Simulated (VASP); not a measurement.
Wanted: the native input for a VASP 6.6.1 run.

```
Task                   : single point
Functional             : PBEsol
Potentials or basis    : VASP PAW PBE potentials, release 64 (Ta_pv, N)
Cutoff                 : 520 eV
k mesh                 : 18 × 18 × 16
Occupations            : gaussian, width 0.15 eV
Spin                   : no spin polarisation
Dipole correction      : no
Further INCAR settings : ALGO = Normal; EDIFF = 1e-06; NBANDS = 15
```

The structure of TaN lies in POSCAR:

```
TaN
1.0
    2.8509000000      0.0000000000      0.0000000000
   -1.4254500000      2.4689518237      0.0000000000
    0.0000000000      0.0000000000      2.9066000000
Ta N
1 1
Direct
    0.3333333333      0.6666666667      0.5000000000
    0.0000000000      0.0000000000      0.0000000000
```

The input as run:

INCAR

```
SYSTEM = TaN
PREC = Accurate
ENCUT = 520
EDIFF = 1E-6
ISMEAR = 0
SIGMA = 0.15
LREAL = .FALSE.
LASPH = .TRUE.
NELM = 60
ALGO = Normal
ISIF = 2
LWAVE = .FALSE.
LCHARG = .TRUE.
GGA = PS
LELF = .TRUE.
LVHAR = .TRUE.
NBANDS = 15
```

KPOINTS

```
regular mesh
0
G
  18 18 16
  0 0 0
```

Potentials or basis: VASP PAW PBE potentials, release 64 (Ta_pv, N).

Run with:

```bash
$ cat potpaw_PBE.64/Ta_pv/POTCAR potpaw_PBE.64/N/POTCAR > POTCAR
$ mpirun -np 1 vasp_std > vasp.out
```

Results of the run:

The pressure is 15.2 GPa and the band gap on the k mesh is zero (bands 8 and 9 overlap by 0.46 eV).

Caveat: the cell stands under pressure; the PAW data sets were made with another functional, which shifts forces and pressure a little; spin-orbit coupling is left out, which moves the levels of the heavy elements.

It took 86 s on 1 thread of Intel Xeon 8259CL (shared host), peak memory 0.23 GiB.
